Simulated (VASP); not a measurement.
Here is a VASP 6.6.1 calculation.

File POSCAR:

```
MgO
1.0
    0.1109905151      2.1920626730      2.1920626730
    2.1920626730      0.1109905151      2.1920626730
    2.1920626730      2.1920626730      0.1109905151
Mg O
1 1
Direct
    0.0000000000      0.0000000000      0.0000000000
    0.5000000000      0.5000000000      0.5000000000
```

File INCAR.step1:

```
  PREC = Accurate
  ENCUT = 920
  ISMEAR = 0
  SIGMA = 0.05
  LREAL = F
  LASPH = T
  NELM = 120
  NBANDS = 15
  GGA = PE
  ALGO = Normal
  EDIFF = 1E-5
  LWAVE = T
  LCHARG = F
  GGA_COMPAT = F
```

The input INCAR.step2:

```
  PREC = Accurate
  ENCUT = 920
  EDIFF = 1E-6
  ISMEAR = 0
  SIGMA = 0.05
  LREAL = F
  LASPH = T
  NELM = 120
  ALGO = Normal
  ISIF = 2
  LWAVE = F
  LCHARG = T
  METAGGA = R2SCAN
  LMIXTAU = T
  LELF = T
  LVHAR = T
  NBANDS = 15
  ISTART = 1
  GGA_COMPAT = F
```

Contents of KPOINTS:

```
Automatic mesh
0
Gamma
  10 10 10
```

Potentials or basis: VASP PAW PBE potentials, release 64 (Mg_sv, O).

Launch:

```sh
$ cat potpaw_PBE.64/Mg_sv/POTCAR potpaw_PBE.64/O/POTCAR > POTCAR
$ cp INCAR.step1 INCAR
$ mpirun -np 1 vasp_std > vasp.out
$ cp INCAR.step2 INCAR
$ mpirun -np 1 vasp_std > vasp.out
```

Q: Estimate the band gap on the k mesh.

A: 4.91 eV.

Q: Predict the pressure.

A: -6.6 GPa.

Stress tensor (GPa, compression positive):
```
-6.64 -8.40 -8.40
-8.40 -6.64 -8.40
-8.40 -8.40 -6.64
```

Caveat: the cell stands under tension; the PAW data sets were made with another functional, which shifts forces and pressure a little.
